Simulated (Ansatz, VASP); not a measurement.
B4As3N: VASP beside Ansatz

File POSCAR:

```
B4As3N
1.0
    3.2162138955      0.0000000000      0.0000000000
    0.0000000000      6.4352532121      0.0000000000
    0.0000000000      0.0000000000      4.4808361368
N B As
1 4 3
Direct
    0.0000000000      0.0000000000      0.0197455240
    0.5000000000      0.0000000000      0.8144476521
    0.0000000000      0.7965119452      0.2230970238
    0.5000000000      0.5000000000      0.7239226834
    0.0000000000      0.2034880548      0.2230970238
    0.5000000000      0.7688850663      0.5009152993
    0.0000000000      0.5000000000     -0.0061405057
    0.5000000000      0.2311149337      0.5009152993
```

INCAR.step1

```
PREC     = Accurate       # precision mode
ENCUT    = 520            # plane-wave cutoff, eV
EDIFF    = 1E-5           # SCF threshold, eV
ISMEAR   = 0              # smearing method
SIGMA    = 0.01           # smearing width, eV
LREAL    = F              # projectors in reciprocal space
LASPH    = T              # aspherical terms in the spheres
NELM     = 60             # most SCF steps
ALGO     = Normal         # electronic algorithm
ISIF     = 2              # what is computed and relaxed
LWAVE    = T              # write WAVECAR
GGA      = PE             # functional
NBANDS   = 26             # bands
```

File INCAR.step2:

```
PREC     = Accurate       # precision mode
ENCUT    = 520            # plane-wave cutoff, eV
EDIFF    = 1E-6           # SCF threshold, eV
ISMEAR   = 0              # smearing method
SIGMA    = 0.01           # smearing width, eV
LREAL    = F              # projectors in reciprocal space
LASPH    = T              # aspherical terms in the spheres
NELM     = 60             # most SCF steps
ALGO     = Normal         # electronic algorithm
ISIF     = 2              # what is computed and relaxed
LWAVE    = F              # write WAVECAR
LCHARG   = T              # write CHGCAR
GGA      = PE             # functional
LHFCALC  = T              # exact exchange
AEXX     = 0.25           # exact-exchange fraction
PRECFOCK = Fast         
LELF     = T              # ELF
LVHAR    = T            
ISTART   = 1            
NBANDS   = 26             # bands
```

File KPOINTS:

```
Automatic mesh
0
Gamma
  4 2 4
```

Input for Ansatz:

```yaml
crystal:
  lattice:
    - [3.2162138955, 0.0, 0.0]
    - [0.0, 6.4352532121, 0.0]
    - [0.0, 0.0, 4.4808361368]
  atoms:
    - { symbol: "N", position: [0.0, 0.0, 0.019745524] }
    - { symbol: B, position: [0.5, 0.0, 0.8144476521] }
    - { symbol: As, position: [0.5, 0.7688850663, 0.5009152993] }
    - { symbol: B, position: [0.0, 0.7965119452, 0.2230970238] }
    - { symbol: As, position: [0.0, 0.5, -0.0061405057] }
    - { symbol: B, position: [0.5, 0.5, 0.7239226834] }
    - { symbol: As, position: [0.5, 0.2311149337, 0.5009152993] }
    - { symbol: B, position: [0.0, 0.2034880548, 0.2230970238] }
kpoints:
  mp_grid: { grid: [4, 2, 4] }
  band_path:
    path:
      - [0.0, 0.0, 0.0]
      - [0.5, 0.0, 0.0]
      - [0.5, 0.5, 0.0]
      - [0.0, 0.5, 0.0]
      - [0.0, 0.0, 0.5]
      - [0.5, 0.0, 0.5]
      - [0.5, 0.5, 0.5]
      - [0.0, 0.5, 0.5]
    npoints: 1
hamiltonian:
  xc: pbe0
scf:
  occupations: { method: fixed }
  n_extra_bands: 6
output:
  forces: true
  stress: true
  eigenvalues: true
  write_density: true
  write_potential: true
  elf: true
  volumetric_format: npy
```

Alike in both runs: task single point; functional PBE0; k mesh 4 × 2 × 4; no spin polarisation.

```csv
,VASP,Ansatz
version,VASP 6.6.1,Ansatz 0.2.0
potentials or method,"VASP PAW PBE potentials, release 64 (N, B, As)","plane waves, PAW"
plane-wave cutoff (eV),520,420
occupations,"gaussian, width 0.01 eV",fixed
valence electrons in the cell,32,62
```

Ansatz gave:

- gap on the k mesh at the Fermi level (eV): 1.63
- pressure (GPa): -1.6
- rms of the force components (eV/Å): 0.051

Question: What did VASP give for the same quantities?

Answer: gap on the k mesh at the Fermi level (eV): 1.67; pressure (GPa): -1.7; rms of the force components (eV/Å): 0.053.

VASP's potentials hold 32 valence electrons a cell and Ansatz's 62, so a difference there can come from the potentials and not from the codes. Ansatz's warnings: stress exchange threshold loose, stress scf threshold loose.

The k mesh is coarse, so the values compare programs but aren't converged.
